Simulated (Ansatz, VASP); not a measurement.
## Ga: VASP beside Ansatz

Contents of INCAR:

```
PREC = Accurate
ENCUT = 520
EDIFF = 1E-6
ISMEAR = -1
SIGMA = 0.05
LREAL = F
LASPH = T
NELM = 80
ALGO = Fast
ISIF = 2
LWAVE = F
LCHARG = F
GGA = PS
NBANDS = 20
```

KPOINTS

```
regular mesh
0
Gamma
  10 10 8
```

POSCAR

```
Ga
1.0
    1.3921592073     -4.0531663400      0.0000000000
    1.3921592073      4.0531663400      0.0000000000
   -0.1182253154      0.0000000000      3.3519825971
Ga
2
Direct
    0.1310000000      0.8690000000      0.7500000000
    0.8690000000      0.1310000000      0.2500000000
```

input.yaml

```yaml
crystal:
  lattice:
    - [1.3921592073, -4.05316634, 0.0]
    - [1.3921592073, 4.05316634, 0.0]
    - [-0.1182253154, 0.0, 3.3519825971]
  atoms:
    - { symbol: Ga, position: [0.131, 0.869, 0.75] }
    - { symbol: Ga, position: [0.869, 0.131, 0.25] }
kpoints:
  mp_grid: { grid: [10, 10, 8] }
scf:
  occupations: { method: fermi_dirac, width: 0.05 }
hamiltonian:
  xc: pbesol
  pseudopotentials: { kind: all_electron, lapw: { basis_error: 0.001 } }
output:
  forces: true
  stress: true
  eigenvalues: true
```

Change from the starting cell: volume scaled by 1.02.

Alike in both runs: task single point; functional PBEsol; k mesh 10 × 10 × 8; occupations fermi-dirac, width 0.05 eV; no spin polarisation.

```csv
,VASP,Ansatz
version,VASP 6.6.1,Ansatz 0.2.0
potentials or method,"VASP PAW PBE potentials, release 64 (Ga_d), cutoff 520 eV","all-electron LAPW, scalar-relativistic"
```

Ansatz gave:

| Property | Result |
| --- | --- |
| gap on the k mesh at the Fermi level (eV) | none |
| pressure (GPa) | -2.9 |
| traceless stress, the component that is largest in VASP (GPa) | -0.73 |
| rms of the force components (eV/Å) | 0.108 |

**Question.** Which values does VASP return?

**Answer.** gap on the k mesh at the Fermi level (eV): none; pressure (GPa): -2.9; traceless stress, the component that is largest in VASP (GPa): -0.74; rms of the force components (eV/Å): 0.109.

VASP's potentials were made for PBE, not for PBEsol. Atom by atom the forces differ by 0.001 eV/Å (rms over components). A gap of «none» marks a metal or a gap that the smearing closes. Ansatz ran all-electron here, and VASP with PAW potentials.
